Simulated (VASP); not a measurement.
# HfCl2 (R-3m) in VASP: notebook

The runs below take HfCl2 through single point, with PBE+D3(BJ).

Everything below comes from runs of VASP 6.6.1. Logs are shortened: lines on timing, memory, paths and dates and some standing lists are left out, and cuts for length are marked.

**1. The cell of the first run**

Symmetry: R-3m, No. 166, trigonal system. Conventional cell: a = 3.241 Å, b = 3.241 Å, c = 20.141 Å, α = 90.00°, β = 90.00°, γ = 120.00°. Within 3.4 Å of Hf (site symmetry -3m) lie 6 Cl at 2.61 Å and 6 Hf at 3.24 Å. Cl (site symmetry 3m) has 3 Hf at 2.61 Å and 6 Cl at 3.24 Å within 3.4 Å.

**2. Single point, PBE+D3(BJ)**

File INCAR:

```
SYSTEM = HfCl2
ALGO = Normal
EDIFF = 1E-7
ENCUT = 520
GGA = PE
ISIF = 2
ISMEAR = 0
IVDW = 12
LASPH = .TRUE.
LCHARG = .TRUE.
LELF = .TRUE.
LREAL = .FALSE.
LVHAR = .TRUE.
LWAVE = .FALSE.
NBANDS = 19
NELM = 100
PREC = Accurate
SIGMA = 0.1
```

File KPOINTS:

```
k-points
0
G
  6 6 6
  0 0 0
```

File POSCAR:

```
HfCl2
1.0
    1.6207107000      0.9357177000      6.7135093000
   -1.6207107000      0.9357177000      6.7135093000
    0.0000000000     -1.8714355000      6.7135093000
Hf Cl
1 2
Direct
    0.5000000000      0.5000000000      0.5000000000
    0.7432370000      0.7432370000      0.7432370000
    0.2567630000      0.2567630000      0.2567630000
```

Potentials or basis: VASP PAW PBE potentials, release 64 (Hf_pv, Cl).

Command:

```sh
cat potpaw_PBE.64/Hf_pv/POTCAR potpaw_PBE.64/Cl/POTCAR > POTCAR
mpirun -np 1 vasp_std > vasp.out
```

OUTCAR:

```text
SYSTEM = HfCl2
   EDIFF = 1E-7
   ENCUT = 520
   GGA = PE
   ISIF = 2
   ISMEAR = 0
   IVDW = 12
   LASPH = .TRUE.
   LREAL = .FALSE.
   NELM = 100
   PREC = Accurate
 IVDW          = 12

 ion  position               nearest neighbor table
   1  0.500  0.500  0.500-   3 2.61   2 2.61   3 2.61   3 2.61   2 2.61   2 2.61
   2  0.743  0.743  0.743-   1 2.61   1 2.61   1 2.61
   3  0.257  0.257  0.257-   1 2.61   1 2.61   1 2.61

  LATTYP: Found a trigonal (rhomboedric) cell.
 ALAT       =     6.9694675484
 COS(alpha) =     0.8918461973

  Lattice vectors:

 A1 = (   1.6207107000,   0.9357177000,   6.7135093000)
 A2 = (  -1.6207107000,   0.9357177000,   6.7135093000)
 A3 = (   0.0000000000,  -1.8714355000,   6.7135093000)

Analysis of symmetry for initial positions (statically):
=====================================================================
 Subroutine PRICEL returns:
 Original cell was already a primitive cell.

 Routine SETGRP: Setting up the symmetry group for a
 trigonal (rhombohedral) supercell.

 Subroutine GETGRP returns: Found 12 space group operations
 (whereof 12 operations were pure point group operations)
 out of a pool of 12 trial point group operations.

The static configuration has the point symmetry D_3d.

Analysis of symmetry for dynamics (positions and initial velocities):
=====================================================================
 Subroutine PRICEL returns:
 Original cell was already a primitive cell.

 Routine SETGRP: Setting up the symmetry group for a
 trigonal (rhombohedral) supercell.

 Subroutine GETGRP returns: Found 12 space group operations
 (whereof 12 operations were pure point group operations)
 out of a pool of 12 trial point group operations.

The dynamic configuration has the point symmetry D_3d.

 Subroutine INISYM returns: Found 12 space group operations
 (whereof 12 operations are pure point group operations),
 and found     1 'primitive' translations

----------------------------------------------------------------------------------------

                                     Primitive cell

  volume of cell :      61.0873

  direct lattice vectors                    reciprocal lattice vectors
     1.620710700  0.935717700  6.713509300     0.308506632  0.178116392  0.049651132
    -1.620710700  0.935717700  6.713509300    -0.308506632  0.178116392  0.049651132
     0.000000000 -1.871435500  6.713509300     0.000000000 -0.356232784  0.049651130

  length of vectors
     6.969467548  6.969467548  6.969467552     0.359676280  0.359676280  0.359676287

  position of ions in fractional coordinates (direct lattice)
     0.500000000  0.500000000  0.500000000
     0.743237000  0.743237000  0.743237000
     0.256763000  0.256763000  0.256763000

  ion indices of the primitive-cell ions
   primitive index   ion index
                 1           1
                 2           2
                 3           3

----------------------------------------------------------------------------------------

 KPOINTS: k-points

Automatic generation of k-mesh.
 Grid dimensions read from file:
 generate k-points for:    6    6    6

 Generating k-lattice:

  Cartesian coordinates                     Fractional coordinates (reciprocal lattice)
     0.051417772  0.029686065  0.008275189     0.166666667  0.000000000  0.000000000
    -0.051417772  0.029686065  0.008275189     0.000000000  0.166666667  0.000000000
     0.000000000 -0.059372131  0.008275188     0.000000000  0.000000000  0.166666667

  Length of vectors
     0.059946047  0.059946047  0.059946048

  Shift w.r.t. Gamma in fractional coordinates (k-lattice)
     0.000000000  0.000000000  0.000000000

 Subroutine IBZKPT returns following result:
 ===========================================

 Found     32 irreducible k-points:

 Following reciprocal coordinates:
            Coordinates               Weight
  0.000000  0.000000  0.000000      1.000000
  0.166667  0.000000  0.000000      6.000000
  0.333333  0.000000  0.000000      6.000000
  0.500000  0.000000  0.000000      3.000000
  0.166667  0.166667  0.000000      6.000000
  0.333333  0.166667  0.000000     12.000000
[... 16 lines left out ...]
  0.500000  0.500000  0.166667      6.000000
 -0.333333  0.500000  0.166667     12.000000
 [... further k-points ...]
   k-points           NKPTS =     32   k-points in BZ     NKDIM =     32   number of bands    NBANDS=     19
   number of dos      NEDOS =    301   number of ions     NIONS =      3
   total plane-waves  NPLWV = 157464
   dimension x,y,z NGX =    54 NGY =   54 NGZ =   54
   dimension x,y,z NGXF=   108 NGYF=  108 NGZF=  108
   ions per type =               1   2
   NGX,Y,Z   is equivalent  to a cutoff of  12.88, 12.88, 12.88 a.u.
   NGXF,Y,Z  is equivalent  to a cutoff of  25.76, 25.76, 25.76 a.u.
 SYSTEM =  HfCl2
   PREC   = accura    normal or accurate (medium, high low for compatibility)
   ISTART =      0    job   : 0-new  1-cont  2-samecut
   ICHARG =      2    charge: 1-file 2-atom 10-const
   ISPIN  =      1    spin polarized calculation?
   LNONCOLLINEAR =      F non collinear calculations
   LSORBIT =      F    spin-orbit coupling
   LASPH  =      T    aspherical Exc in radial PAW
   ENCUT  =  520.0 eV  38.22 Ry    6.18 a.u.  12.96 12.96 12.96*2*pi/ulx,y,z
   NELM   =    100;   NELMIN=  2; NELMDL= -5     # of ELM steps
   EDIFF  = 0.1E-06   stopping-criterion for ELM
   LREAL  =      F    real-space projection
   EDIFFG = 0.1E-05   stopping-criterion for IOM
   NSW    =      0    number of steps for IOM
   IBRION =     -1    ionic relax: 0-MD 1-quasi-New 2-CG
   NFREE  =      0    steps in history (QN), initial steepest desc. (CG)
   ISIF   =      2    stress and relaxation
   ISYM   =      2    0-nonsym 1-usesym 2-fastsym
   POTIM  = 0.5000    time-step for ionic-motion
   TEBEG  =    0.0;   TEEND  =   0.0 temperature during run
   PSTRESS=    0.0 pullay stress
   NELECT =      24.0000    total number of electrons
   NUPDOWN=      -1.0000    fix difference up-down
   EMIN   =  10.00;   EMAX   =-10.00  energy-range for DOS
   EFERMI =   0.00;   METHOD = LEGACY
   ISMEAR =     0;   SIGMA  =   0.10  broadening in eV -4-tet -1-fermi 0-gaus
   EFERMI_NEDOS =   21; number of points for ismear=-14 and -15
   IALGO  =     38    algorithm
   IMIX   =      4    mixing-type and parameters
     AMIX     =   0.40;   BMIX     =  1.00
     AMIX_MAG =   1.60;   BMIX_MAG =  1.00
  volume/ion in A,a.u.               =      20.36       137.41
  Fermi-wavevector in a.u.,A,eV,Ry     =   1.199025  2.265828 19.560559  1.437661
  Thomas-Fermi vector in A             =   2.334898
   LORBIT       =      0    0 simple, 1 ext, 2 COOP (PROOUT), +10 PAW based schemes
   GGA     = PE    functional components
   LHFCALC =     F    Hartree Fock is set to
   AEXX    =    0.0000 exact exchange contribution
   IVDW    =    12    specifies the selected vdW correction
   LEPSILON=     F    determine dielectric tensor
   LRPA    =     F    only Hartree local field effects (RPA)
 non-spin polarized calculation
 Gauss-broadening in eV      SIGMA  =   0.10
  energy-cutoff  :      520.00
  volume of cell :       61.09
 maximum number of plane-waves:      1672
 NGX is ok and might be reduce to    54
   NGX = 25   NGY = 25   NGZ = 25

 number of electron      23.9999998 magnetization

 Free energy of the ion-electron system (eV)
  ---------------------------------------------------
  ext. energy  EPLUGINS =         0.00000000
  ---------------------------------------------------
  free energy    TOTEN  =       -17.76490524 eV

  energy without entropy =      -17.75837409  energy(sigma->0) =      -17.76163966

 E-fermi :   5.5238     XC(G=0): -10.0914

 val. band max:        5.4460207261   @ k =  -0.3333   0.5000   0.3333
 cond. band min:       5.5373602352   @ k =   0.5000   0.3333   0.1667
 fundamental gap:      0.0913395091
 Fermi energy:         5.5237949543

 k-point     1 :       0.0000    0.0000    0.0000
  band No.  band energies     occupation
      1     -25.9758      2.00000
      2     -25.6002      2.00000
      3     -25.6002      2.00000
      4     -12.5001      2.00000
      5     -11.7489      2.00000
      6      -2.5205      2.00000
[... 11 lines left out ...]
     18      10.6360      0.00000
     19      14.1901      0.00000

 k-point     2 :       0.1667    0.0000    0.0000
  band No.  band energies     occupation
      1     -25.9464      2.00000
      2     -25.7401      2.00000
      3     -25.6313      2.00000
      4     -12.2213      2.00000
      5     -11.6518      2.00000
      6      -2.0251      2.00000
[... 11 lines left out ...]
     18      12.1103      0.00000
     19      13.4347      0.00000

 k-point     3 :       0.3333    0.0000    0.0000
  band No.  band energies     occupation
      1     -26.0096      2.00000
      2     -25.8863      2.00000
      3     -25.6929      2.00000
      4     -11.6685      2.00000
      5     -11.3737      2.00000
      6      -1.3719      2.00000
[... 11 lines left out ...]
     18      11.6755      0.00000
     19      13.2521      0.00000

 k-point     4 :       0.5000    0.0000    0.0000
  band No.  band energies     occupation
      1     -26.1387      2.00000
      2     -25.8565      2.00000
      3     -25.7233      2.00000
      4     -11.4725      2.00000
      5     -11.0985      2.00000
      6      -2.1993      2.00000
[... 407 lines left out ...]
     18      11.9455      0.00000
     19      13.0781      0.00000

 k-point    23 :       0.5000    0.5000    0.1667
  band No.  band energies     occupation
      1     -26.0096      2.00000
      2     -25.8864      2.00000
      3     -25.6929      2.00000
      4     -11.5646      2.00000
      5     -11.4821      2.00000
      6      -1.5503      2.00000
[... 11 lines left out ...]
     18      12.0207      0.00000
     19      13.4979      0.00000

 k-point    24 :      -0.3333    0.5000    0.1667
  band No.  band energies     occupation
      1     -26.0706      2.00000
      2     -25.8572      2.00000
      3     -25.7957      2.00000
      4     -11.3746      2.00000
      5     -11.2061      2.00000
      6      -1.8403      2.00000
[... 11 lines left out ...]
     18      12.1133      0.00000
     19      13.0549      0.00000

 [... further k-points ...]

------------------------ aborting loop because EDIFF is reached ----------------------------------------

 Edisp (eV)   -0.91625

 E8    (eV) :    -0.3871

  FORCE on cell =-STRESS in cart. coord.  units (eV):
  Direction    XX          YY          ZZ          XY          YZ          ZX
  --------------------------------------------------------------------------------------
  -------------------------------------------------------------------------------------
  Total      -0.24617    -0.24617    -0.22121    -0.00000     0.00000     0.00000
  in kB      -6.45642    -6.45642    -5.80173    -0.00000     0.00000     0.00000
  external pressure =       -6.24 kB  Pullay stress =        0.00 kB

 VOLUME and BASIS-vectors are now :
 -----------------------------------------------------------------------------
  energy-cutoff  :      520.00
  volume of cell :       61.09
      direct lattice vectors                 reciprocal lattice vectors
     1.620710700  0.935717700  6.713509300     0.308506632  0.178116392  0.049651132
    -1.620710700  0.935717700  6.713509300    -0.308506632  0.178116392  0.049651132
     0.000000000 -1.871435500  6.713509300     0.000000000 -0.356232784  0.049651130

 POSITION                                       TOTAL-FORCE (eV/Angst)
 -----------------------------------------------------------------------------------
      0.00000     -0.00000     10.07026         0.000000     -0.000000      0.000000
      0.00000     -0.00000     14.96919        -0.000000     -0.000000      0.037484
      0.00000     -0.00000      5.17134        -0.000000      0.000000     -0.037484
 -----------------------------------------------------------------------------------
    total drift:                               -0.000000     -0.000000     -0.000000

  FREE ENERGIE OF THE ION-ELECTRON SYSTEM (eV)
  ---------------------------------------------------
  free  energy   TOTEN  =       -18.6811525777 eV

  energy  without entropy=      -18.6746214291  energy(sigma->0) =      -18.67788700
```

Run time: 1.9 min. Hardware: 1 thread of AMD EPYC 9R14 (Zen 4), shared host; peak memory 0.35 GiB.

Results:

```yaml
Free_energy: -18.6812 eV
Pressure: -0.6 GPa
Largest_force: 0.037 eV/Å
Band_gap_on_the_k_mesh: zero (bands 12 and 13 overlap by 0.80 eV)
Dispersion_energy_per_atom: -0.305 eV
```

Forces on the atoms (eV/Å):
```
Hf   0.000  0.000  0.000
Cl   0.000  0.000  0.037
Cl   0.000  0.000 -0.037
```

Levels at points of the mesh, in eV from the Fermi level:
```
           k point  band 10  band 11  band 12  band 13  band 14  band 15
(0.00, 0.00, 0.00)    -3.28    -3.28    -1.49     1.14     1.14     2.87
(0.50, 0.00, 0.00)    -4.90    -4.06    -1.64     3.28     3.53     3.84
(0.50, 0.50, 0.00)    -4.78    -4.22    -1.86     2.81     3.34     3.75
(0.50, 0.50, 0.50)    -3.35    -3.35    -0.80     1.18     1.18     3.10
```

Caveat: the k points lie up to 0.38 Å⁻¹ apart, too coarse for converged energies and pressures of a metal; spin-orbit coupling is left out, which moves the levels of the heavy elements.

**3. Single point, PBE+D3(BJ)**

File INCAR:

```
SYSTEM = HfCl2
PREC     = Accurate       ! precision mode
ENCUT    = 520            ! plane-wave cutoff, eV
EDIFF    = 1E-6           ! SCF threshold, eV
ISMEAR   = 0              ! smearing method
SIGMA    = 0.1            ! smearing width, eV
LREAL    = .FALSE.        ! projectors in reciprocal space
LASPH    = .TRUE.         ! aspherical terms in the spheres
NELM     = 80             ! most SCF steps
ALGO     = Normal         ! electronic algorithm
ISIF     = 2              ! what is computed and relaxed
LWAVE    = .FALSE.        ! write WAVECAR
LCHARG   = .FALSE.        ! write CHGCAR
GGA      = PE             ! functional
IVDW     = 12             ! dispersion correction
NBANDS   = 19             ! bands
```

File KPOINTS:

```
Automatic mesh
0
G
  18 18 18
  0 0 0
```

File POSCAR:

```
HfCl2
1.0
    1.6207106778      0.9357177295      6.7135093023
   -1.6207106778      0.9357177295      6.7135093023
    0.0000000000     -1.8714355089      6.7135092954
Hf Cl
1 2
Direct
    0.5000000000      0.5000000000      0.5000000000
    0.7432370000      0.7432370000      0.7432370000
    0.2567630000      0.2567630000      0.2567630000
```

Potentials or basis: VASP PAW PBE potentials, release 64 (Hf_pv, Cl).

Command:

```sh
cat potpaw_PBE.64/Hf_pv/POTCAR potpaw_PBE.64/Cl/POTCAR > POTCAR
mpirun -np 1 vasp_std > vasp.out
```

Wall time 27 min (1 thread of AMD EPYC 9R14 (Zen 4), shared host); peak memory 0.81 GiB.

The run converged. Its results:

```yaml
Free_energy: -18.6683 eV
Pressure: -0.7 GPa
Largest_force: 0.076 eV/Å
Band_gap_on_the_k_mesh: zero (bands 12 and 13 overlap by 0.81 eV)
Dispersion_energy_per_atom: -0.305 eV
```

Forces in eV/Å, atoms in the order of the input:
```
Hf   0.000  0.000  0.000
Cl   0.000  0.000  0.076
Cl   0.000  0.000 -0.076
```

Stress tensor (GPa, compression positive):
```
-0.69  0.00  0.00
 0.00 -0.69  0.00
 0.00  0.00 -0.78
```

Levels at points of the mesh, in eV from the Fermi level:
```
           k point  band 8  band 9  band 10  band 11  band 12  band 13  band 14  band 15  band 16  band 17
(0.00, 0.00, 0.00)   -4.39   -4.39    -3.52    -3.52    -1.74     0.91     0.91     2.62     2.87     2.87
(0.50, 0.00, 0.00)   -6.59   -5.27    -5.14    -4.30    -1.87     3.04     3.29     3.60     3.80     4.68
(0.50, 0.50, 0.00)   -6.19   -5.45    -5.02    -4.46    -2.09     2.56     3.10     3.51     4.27     4.69
(0.50, 0.50, 0.50)   -4.34   -4.34    -3.60    -3.60    -1.04     0.95     0.95     2.86     2.86     3.21
```

Caveat: spin-orbit coupling is left out, which moves the levels of the heavy elements.
